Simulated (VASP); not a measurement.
# HfN (Fm-3m) in VASP: notebook

HfN is run at these levels: PBEsol; tasks: relaxation of cell and atoms.

Everything below comes from runs of VASP 6.6.1. Logs are shortened: lines on timing, memory, paths and dates and some standing lists are left out, and cuts for length are marked.

## Step 1: The cell of the first run

It takes space group Fm-3m (No. 225, cubic). The conventional cell has a = 4.590 Å, b = 4.590 Å, c = 4.590 Å, α = 90.00°, β = 90.00°, γ = 90.00°. Hf (site symmetry m-3m) has 6 N at 2.29 Å within 3.0 Å. Within 3.0 Å of N (site symmetry m-3m) lie 6 Hf at 2.29 Å.

## Step 2: Relaxation of cell and atoms, PBEsol, target pressure 10 GPa, at which the enthalpy is minimised

The input, INCAR:

```
SYSTEM = HfN
  ALGO = Normal
  EDIFF = 1E-7
  EDIFFG = -0.01
  ENCUT = 600
  GGA = PS
  GGA_COMPAT = .False.
  IBRION = 2
  ISIF = 3
  ISMEAR = -1
  LASPH = .True.
  LCHARG = .False.
  LREAL = .False.
  LWAVE = .False.
  NELM = 120
  NELMIN = 4
  NSW = 80
  PREC = Accurate
  PSTRESS = 100.0
  SIGMA = 0.1
```

The input, KPOINTS:

```
k-points
0
Gamma
  7 7 7
  0 0 0
```

The input, POSCAR:

```
HfN
1.0
    0.0000000000      2.2950000000      2.2950000000
    2.2950000000      0.0000000000      2.2950000000
    2.2950000000      2.2950000000      0.0000000000
Hf N
1 1
Direct
    0.0000000000      0.0000000000      0.0000000000
    0.5000000000      0.5000000000      0.5000000000
```

Potentials or basis: VASP PAW PBE potentials, release 64 (Hf_pv, N).

On the command line:

```console
$ cat potpaw_PBE.64/Hf_pv/POTCAR potpaw_PBE.64/N/POTCAR > POTCAR
$ mpirun -np 1 vasp_std > vasp.out
```

OUTCAR:

```text
SYSTEM = HfN
   EDIFF = 1E-7
   EDIFFG = -0.01
   ENCUT = 600
   GGA = PS
   IBRION = 2
   ISIF = 3
   ISMEAR = -1
   LASPH = .True.
   LREAL = .False.
   NELM = 120
   NELMIN = 4
   NSW = 80
   PREC = Accurate
   PSTRESS = 100.0

 ion  position               nearest neighbor table
   1  0.000  0.000  0.000-   2 2.29   2 2.29   2 2.29   2 2.29   2 2.29   2 2.29
   2  0.500  0.500  0.500-   1 2.29   1 2.29   1 2.29   1 2.29   1 2.29   1 2.29

  LATTYP: Found a face centered cubic cell.
 ALAT       =     4.5900000000

  Lattice vectors:

 A1 = (   0.0000000000,   2.2950000000,   2.2950000000)
 A2 = (   2.2950000000,   0.0000000000,   2.2950000000)
 A3 = (   2.2950000000,   2.2950000000,   0.0000000000)

Analysis of symmetry for initial positions (statically):
=====================================================================
 Subroutine PRICEL returns:
 Original cell was already a primitive cell.

 Routine SETGRP: Setting up the symmetry group for a
 face centered cubic supercell.

 Subroutine GETGRP returns: Found 48 space group operations
 (whereof 48 operations were pure point group operations)
 out of a pool of 48 trial point group operations.

The static configuration has the point symmetry O_h .

Analysis of symmetry for dynamics (positions and initial velocities):
=====================================================================
 Subroutine PRICEL returns:
 Original cell was already a primitive cell.

 Routine SETGRP: Setting up the symmetry group for a
 face centered cubic supercell.

 Subroutine GETGRP returns: Found 48 space group operations
 (whereof 48 operations were pure point group operations)
 out of a pool of 48 trial point group operations.

The dynamic configuration has the point symmetry O_h .

 Subroutine INISYM returns: Found 48 space group operations
 (whereof 48 operations are pure point group operations),
 and found     1 'primitive' translations

----------------------------------------------------------------------------------------

                                     Primitive cell

  volume of cell :      24.1756

  direct lattice vectors                    reciprocal lattice vectors
     0.000000000  2.295000000  2.295000000    -0.217864924  0.217864924  0.217864924
     2.295000000  0.000000000  2.295000000     0.217864924 -0.217864924  0.217864924
     2.295000000  2.295000000  0.000000000     0.217864924  0.217864924 -0.217864924

  length of vectors
     3.245620126  3.245620126  3.245620126     0.377353117  0.377353117  0.377353117

  position of ions in fractional coordinates (direct lattice)
     0.000000000  0.000000000  0.000000000
     0.500000000  0.500000000  0.500000000

  ion indices of the primitive-cell ions
   primitive index   ion index
                 1           1
                 2           2

----------------------------------------------------------------------------------------

 KPOINTS: k-points

Automatic generation of k-mesh.
 Grid dimensions read from file:
 generate k-points for:    7    7    7

 Generating k-lattice:

  Cartesian coordinates                     Fractional coordinates (reciprocal lattice)
    -0.031123561  0.031123561  0.031123561     0.142857143  0.000000000  0.000000000
     0.031123561 -0.031123561  0.031123561     0.000000000  0.142857143  0.000000000
     0.031123561  0.031123561 -0.031123561     0.000000000  0.000000000  0.142857143

  Length of vectors
     0.053907588  0.053907588  0.053907588

  Shift w.r.t. Gamma in fractional coordinates (k-lattice)
     0.000000000  0.000000000  0.000000000

 Subroutine IBZKPT returns following result:
 ===========================================

 Found     20 irreducible k-points:

 Following reciprocal coordinates:
            Coordinates               Weight
  0.000000  0.000000  0.000000      1.000000
  0.142857  0.000000  0.000000      8.000000
  0.285714  0.000000  0.000000      8.000000
  0.428571  0.000000  0.000000      8.000000
  0.142857  0.142857  0.000000      6.000000
  0.285714  0.142857  0.000000     24.000000
[... 12 lines left out ...]
 -0.428571  0.428571  0.142857     24.000000
 -0.285714  0.428571  0.142857     24.000000
   k-points           NKPTS =     20   k-points in BZ     NKDIM =     20   number of bands    NBANDS=     11
   number of dos      NEDOS =    301   number of ions     NIONS =      2
   total plane-waves  NPLWV =  21952
   dimension x,y,z NGX =    28 NGY =   28 NGZ =   28
   dimension x,y,z NGXF=    56 NGYF=   56 NGZF=   56
   ions per type =               1   1
   NGX,Y,Z   is equivalent  to a cutoff of  14.34, 14.34, 14.34 a.u.
   NGXF,Y,Z  is equivalent  to a cutoff of  28.68, 28.68, 28.68 a.u.
 SYSTEM =  HfN
   PREC   = accura    normal or accurate (medium, high low for compatibility)
   ISTART =      0    job   : 0-new  1-cont  2-samecut
   ICHARG =      2    charge: 1-file 2-atom 10-const
   ISPIN  =      1    spin polarized calculation?
   LNONCOLLINEAR =      F non collinear calculations
   LSORBIT =      F    spin-orbit coupling
   LASPH  =      T    aspherical Exc in radial PAW
   ENCUT  =  600.0 eV  44.10 Ry    6.64 a.u.   6.48  6.48  6.48*2*pi/ulx,y,z
   NELM   =    120;   NELMIN=  4; NELMDL= -5     # of ELM steps
   EDIFF  = 0.1E-06   stopping-criterion for ELM
   LREAL  =      F    real-space projection
   EDIFFG = -.1E-01   stopping-criterion for IOM
   NSW    =     80    number of steps for IOM
   IBRION =      2    ionic relax: 0-MD 1-quasi-New 2-CG
   NFREE  =      1    steps in history (QN), initial steepest desc. (CG)
   ISIF   =      3    stress and relaxation
   ISYM   =      2    0-nonsym 1-usesym 2-fastsym
   POTIM  = 0.5000    time-step for ionic-motion
   TEBEG  =    0.0;   TEEND  =   0.0 temperature during run
   PSTRESS=  100.0 pullay stress
   NELECT =      15.0000    total number of electrons
   NUPDOWN=      -1.0000    fix difference up-down
   EMIN   =  10.00;   EMAX   =-10.00  energy-range for DOS
   EFERMI =   0.00;   METHOD = LEGACY
   ISMEAR =    -1;   SIGMA  =   0.10  broadening in eV -4-tet -1-fermi 0-gaus
   EFERMI_NEDOS =   21; number of points for ismear=-14 and -15
   IALGO  =     38    algorithm
   IMIX   =      4    mixing-type and parameters
     AMIX     =   0.40;   BMIX     =  1.00
     AMIX_MAG =   1.60;   BMIX_MAG =  1.00
  volume/ion in A,a.u.               =      12.09        81.57
  Fermi-wavevector in a.u.,A,eV,Ry     =   1.396302  2.638627 26.526709  1.949658
  Thomas-Fermi vector in A             =   2.519669
   LORBIT       =      0    0 simple, 1 ext, 2 COOP (PROOUT), +10 PAW based schemes
   GGA     = PS    functional components
   LHFCALC =     F    Hartree Fock is set to
   AEXX    =    0.0000 exact exchange contribution
   IVDW    =     0    specifies the selected vdW correction
   LEPSILON=     F    determine dielectric tensor
   LRPA    =     F    only Hartree local field effects (RPA)
 conjugate gradient relaxation of ions
 non-spin polarized calculation
  energy-cutoff  :      600.00
  volume of cell :       24.18
 maximum number of plane-waves:       869
 NGX is ok and might be reduce to    28
   NGX = 13   NGY = 13   NGZ = 13

--------------------------------------- Ionic step        1  -------------------------------------------

 number of electron      14.9999999 magnetization

 Free energy of the ion-electron system (eV)
  ---------------------------------------------------
  ext. energy  EPLUGINS =         0.00000000
  ---------------------------------------------------
  free energy    TOTEN  =       -22.90724957 eV

  energy without entropy =      -22.88328711  energy(sigma->0) =      -22.89526834

------------------------ aborting loop because EDIFF is reached ----------------------------------------

  FORCE on cell =-STRESS in cart. coord.  units (eV):
  Direction    XX          YY          ZZ          XY          YZ          ZX
  --------------------------------------------------------------------------------------
  -------------------------------------------------------------------------------------
  Total       -2.4915269     -2.4915269     -2.4915269      0.0000000     -0.0000000      0.0000000
  in kB     -165.1193957   -165.1193957   -165.1193957      0.0000000     -0.0000000      0.0000000
  external PRESSURE =    -265.1193957 kB  Pullay stress =     100.0000000 kB
[... 23 lines left out ...]
  enthalpy is  TOTEN    =       -21.3983251605 eV   P V=        1.5089244054

--------------------------------------- Ionic step        2  -------------------------------------------

 number of electron      15.0000000 magnetization

 E-fermi :  10.8656     XC(G=0): -14.2902

 val. band max:       10.6742301094   @ k =   0.1429   0.0000   0.0000
 cond. band min:      10.8977966846   @ k =   0.1429   0.0000   0.0000
 fundamental gap:      0.2235665752
 Fermi energy:        10.8656218467

 k-point     1 :       0.0000    0.0000    0.0000
  band No.  band energies     occupation
      1     -19.3613      2.00000
      2     -19.3613      2.00000
      3     -19.3613      2.00000
      4      -8.2659      2.00000
      5       7.4281      2.00000
      6       7.4281      2.00000
      7       7.4281      2.00000
      8      10.0438      1.99946
      9      10.0438      1.99946
     10      10.0438      1.99946
     11      13.2455      0.00000
[... 375 lines left out ...]
  enthalpy is  TOTEN    =       -21.6001858249 eV   P V=        1.3712126322

--------------------------------------- Ionic step        5  -------------------------------------------

 number of electron      15.0000000 magnetization

 Free energy of the ion-electron system (eV)
  ---------------------------------------------------
  ext. energy  EPLUGINS =         0.00000000
  ---------------------------------------------------
  free energy    TOTEN  =       -22.96879188 eV

  energy without entropy =      -22.94646736  energy(sigma->0) =      -22.95762962

 E-fermi :   8.8342     XC(G=0): -13.1587

 val. band max:        8.6695198936   @ k =   0.1429   0.0000   0.0000
 cond. band min:       8.9178755013   @ k =   0.1429   0.0000   0.0000
 fundamental gap:      0.2483556077
 Fermi energy:         8.8341754018

 k-point     1 :       0.0000    0.0000    0.0000
  band No.  band energies     occupation
      1     -22.2041      2.00000
      2     -22.2041      2.00000
      3     -22.2041      2.00000
      4      -9.0903      2.00000
      5       5.6052      2.00000
      6       5.6052      2.00000
      7       5.6052      2.00000
      8       8.2498      1.99422
      9       8.2498      1.99422
     10       8.2498      1.99422
     11      10.7193      0.00000
[... 293 lines left out ...]
  FREE ENERGIE OF THE ION-ELECTRON SYSTEM (eV)
  ---------------------------------------------------
  free  energy   TOTEN  =       -22.9687918835 eV

  energy  without entropy=      -22.9464673566  energy(sigma->0) =      -22.95762962

  enthalpy is  TOTEN    =       -21.6002443806 eV   P V=        1.3685475029

 reached required accuracy - stopping structural energy minimisation
```

It took 35 s on 1 thread of Intel Xeon Platinum 8259CL at 2.50GHz (Skylake/Cascade Lake), shared host; peak memory 0.17 GiB.

What came out:

```yaml
Free_energy: -22.9688 eV
Relaxed_volume: 10.96 Å³/atom
Relaxed_cell: a = 3.142 Å, b = 3.142 Å, c = 3.142 Å, α = 60.00°, β = 60.00°, γ = 60.00°
Space_group_after_relaxing_to_0.1_Å: Fm-3m (No. 225)
Energy_change_on_relaxing_the_run_minimises_the_enthalpy: -30.8 meV/atom
Ionic_steps: 5
Pressure_after_relaxing: 10.1 GPa
Band_gap_on_the_k_mesh: zero (an odd number of electrons rules out a gap without spin polarisation)
```

Step by step:
```csv
step,energy change (eV),largest force (eV/Å),pressure (GPa),volume (Å³)
1,0.0000,0.0000,-16.51,24.18
2,1.3379,0.0000,116.88,17.83
3,-0.0705,0.0000,7.70,22.09
4,-0.0641,0.0000,9.46,21.97
5,-0.0615,0.0000,10.11,21.93
```

Final structure:
```
Hf N
1.0
     0.00000    2.22150    2.22150
     2.22150    0.00000    2.22150
     2.22150    2.22150    0.00000
Hf N
1 1
Direct
  0.00000 0.00000 0.00000
  0.50000 0.50000 0.50000
```

Caveat: the cell is relaxed towards a set pressure, so the run minimises the enthalpy, not the energy; the PAW data sets were made with another functional, which shifts forces and pressure a little; spin-orbit coupling is left out, which moves the levels of the heavy elements.

## Step 3: Relaxation of cell and atoms, PBEsol, target pressure 20 GPa, at which the enthalpy is minimised

The input, INCAR:

```
SYSTEM = HfN
  ALGO = Normal
  EDIFF = 1E-7
  EDIFFG = -0.01
  ENCUT = 600
  GGA = PS
  GGA_COMPAT = .FALSE.
  IBRION = 2
  ISIF = 3
  ISMEAR = -1
  LASPH = .TRUE.
  LCHARG = .FALSE.
  LREAL = .FALSE.
  LWAVE = .FALSE.
  NELM = 120
  NELMIN = 4
  NSW = 80
  PREC = Accurate
  PSTRESS = 200.0
  SIGMA = 0.1
```

The input, KPOINTS:

```
k-points
0
G
  7 7 7
  0 0 0
```

POSCAR is that of step 2.

Potentials or basis: VASP PAW PBE potentials, release 64 (Hf_pv, N).

On the command line:

```console
$ cat potpaw_PBE.64/Hf_pv/POTCAR potpaw_PBE.64/N/POTCAR > POTCAR
$ mpirun -np 1 vasp_std > vasp.out
```

OUTCAR:

```text
SYSTEM = HfN
   EDIFF = 1E-7
   EDIFFG = -0.01
   ENCUT = 600
   GGA = PS
   IBRION = 2
   ISIF = 3
   ISMEAR = -1
   LASPH = .TRUE.
   LREAL = .FALSE.
   NELM = 120
   NELMIN = 4
   NSW = 80
   PREC = Accurate
   PSTRESS = 200.0

 ion  position               nearest neighbor table
   1  0.000  0.000  0.000-   2 2.29   2 2.29   2 2.29   2 2.29   2 2.29   2 2.29
   2  0.500  0.500  0.500-   1 2.29   1 2.29   1 2.29   1 2.29   1 2.29   1 2.29

  LATTYP: Found a face centered cubic cell.
 ALAT       =     4.5900000000

  Lattice vectors:

 A1 = (   0.0000000000,   2.2950000000,   2.2950000000)
 A2 = (   2.2950000000,   0.0000000000,   2.2950000000)
 A3 = (   2.2950000000,   2.2950000000,   0.0000000000)

Analysis of symmetry for initial positions (statically):
=====================================================================
 Subroutine PRICEL returns:
 Original cell was already a primitive cell.

[... 213 lines left out ...]
  band No.  band energies     occupation
      1     -17.5504      2.00000
      2     -17.5504      2.00000
      3     -17.5504      2.00000
      4      -7.5603      2.00000
      5       8.6819      2.00000
      6       8.6819      2.00000
      7       8.6819      2.00000
      8      11.1602      1.99990
      9      11.1602      1.99990
     10      11.1602      1.99990
     11      14.8706      0.00000
[... 377 lines left out ...]
--------------------------------------- Ionic step        5  -------------------------------------------

 number of electron      14.9999999 magnetization

 Free energy of the ion-electron system (eV)
  ---------------------------------------------------
  ext. energy  EPLUGINS =         0.00000000
  ---------------------------------------------------
  free energy    TOTEN  =       -22.91257245 eV

  energy without entropy =      -22.89072061  energy(sigma->0) =      -22.90164653

 E-fermi :   9.0990     XC(G=0): -13.3073

 val. band max:        8.9315471159   @ k =   0.1429   0.0000   0.0000
 cond. band min:       9.1768771967   @ k =   0.1429   0.0000   0.0000
 fundamental gap:      0.2453300808
 Fermi energy:         9.0990486735

 k-point     1 :       0.0000    0.0000    0.0000
  band No.  band energies     occupation
      1     -21.8351      2.00000
      2     -21.8351      2.00000
      3     -21.8351      2.00000
      4      -8.9984      2.00000
      5       5.8326      2.00000
      6       5.8326      2.00000
      7       5.8326      2.00000
      8       8.4859      1.99566
      9       8.4859      1.99566
     10       8.4859      1.99566
     11      11.0449      0.00000
[... 297 lines left out ...]
  energy  without entropy=      -22.8907206139  energy(sigma->0) =      -22.90164653

  enthalpy is  TOTEN    =       -20.2507518768 eV   P V=        2.6618205772

 reached required accuracy - stopping structural energy minimisation
```

CONTCAR:

```text
HfN
   1.00000000000000
     0.0000000000000000    2.2009480392888845    2.2009480392888845
     2.2009480392888845    0.0000000000000000    2.2009480392888845
     2.2009480392888845    2.2009480392888845    0.0000000000000000
  Hf              N
     1     1
Direct
     0.0000000000000000    0.0000000000000000    0.0000000000000000
     0.5000000000000000    0.5000000000000000    0.5000000000000000

  0.00000000E+00  0.00000000E+00  0.00000000E+00
  0.00000000E+00  0.00000000E+00  0.00000000E+00
```

It took 41 s on 1 thread of Intel Xeon Platinum 8259CL at 2.50GHz (Skylake/Cascade Lake), shared host; peak memory 0.17 GiB.

What came out:

- Free energy: -22.9126 eV
- Relaxed volume: 10.66 Å³/atom
- Relaxed cell: a = 3.113 Å, b = 3.113 Å, c = 3.113 Å, α = 60.00°, β = 60.00°, γ = 60.00°
- Space group after relaxing (to 0.1 Å): Fm-3m (No. 225)
- Energy change on relaxing (the run minimises the enthalpy): -2.7 meV/atom
- Ionic steps: 5
- Pressure after relaxing: 20.0 GPa
- Band gap on the k mesh: zero (an odd number of electrons rules out a gap without spin polarisation)

Step by step:
```csv
step,energy change (eV),largest force (eV/Å),pressure (GPa),volume (Å³)
1,0.0000,0.0000,-16.51,24.18
2,3.5142,0.0000,230.38,15.76
3,-0.0379,0.0000,14.92,21.62
4,-0.0164,0.0000,18.40,21.42
5,-0.0053,0.0000,20.01,21.32
```

Final structure:
```cif
data_structure
_symmetry_space_group_name_H-M 'P 1'
_symmetry_Int_Tables_number 1
_cell_length_a 3.1126
_cell_length_b 3.1126
_cell_length_c 3.1126
_cell_angle_alpha 60.000
_cell_angle_beta 60.000
_cell_angle_gamma 60.000
_cell_volume 21.32
loop_
_atom_site_label
_atom_site_type_symbol
_atom_site_fract_x
_atom_site_fract_y
_atom_site_fract_z
_atom_site_occupancy
Hf1 Hf 0.00000 0.00000 0.00000 1
N1 N 0.50000 0.50000 0.50000 1
```

Levels at points of the mesh, in eV from the Fermi level:
```csv
k point,band 6,band 7,band 8,band 9,band 10,band 11
"(0.00, 0.00, 0.00)",-3.27,-3.27,-0.61,-0.61,-0.61,1.95
```

Caveat: the cell is relaxed towards a set pressure, so the run minimises the enthalpy, not the energy; the PAW data sets were made with another functional, which shifts forces and pressure a little; spin-orbit coupling is left out, which moves the levels of the heavy elements.
